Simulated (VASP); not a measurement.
Wanted: the native input for a VASP 6.6.1 run.

```
Task                   : relaxation of cell and atoms
Functional             : PBE
Potentials or basis    : VASP PAW PBE potentials, release 64 (W_sv)
Cutoff                 : 500 eV
k mesh                 : 18 × 18 × 18
Occupations            : gaussian, width 0.1 eV
Spin                   : no spin polarisation
Dipole correction      : no
Further INCAR settings : ALGO = Normal; EDIFF = 1e-07; IBRION = 2; EDIFFG = -0.005; NSW = 100; ISIF = 3
```

The structure of W lies in POSCAR:

```
W
1.0
   -1.5891893071      1.5891893071      1.5891893071
    1.5891893071     -1.5891893071      1.5891893071
    1.5891893071      1.5891893071     -1.5891893071
W
1
Direct
    0.0000000000      0.0000000000      0.0000000000
```

These files were run (other wordings do the same):

INCAR

```
PREC = Accurate ; ENCUT = 500
EDIFF = 1E-7 ; ISMEAR = 0
SIGMA = 0.1 ; LREAL = F
LASPH = T ; NELM = 120
ALGO = Normal ; ISIF = 3
LWAVE = F ; LCHARG = F
GGA = PE ; IBRION = 2
NSW = 100 ; EDIFFG = -0.005
GGA_COMPAT = F ; NELMIN = 4
```

KPOINTS

```
regular mesh
0
Gamma
  18 18 18
```

Potentials or basis: VASP PAW PBE potentials, release 64 (W_sv).

The run is started by

```sh
$ cat potpaw_PBE.64/W_sv/POTCAR > POTCAR
$ mpirun -np 1 vasp_std > vasp.out
```

Results of the run:

The relaxed volume is 16.16 Å³/atom. The relaxed cell is a = 2.759 Å, b = 2.759 Å, c = 2.759 Å, α = 109.47°, β = 109.47°, γ = 109.47°, the space group after relaxing (to 0.05 Å) is Im-3m (No. 229) and the energy gained by relaxing is 0.6 meV/atom. The ionic steps are 3. The pressure after relaxing is 0.0 GPa and the band gap on the k mesh is zero (band 7 reaches 16.20 eV, above the bottom of band 8 at 9.97 eV).

Caveat: spin-orbit coupling is left out, which moves the levels of the heavy elements.

Run time: 23 s on 1 thread of Intel(R) Xeon(R) 6975P-C (Granite Rapids) (shared host), peak memory 0.15 GiB.
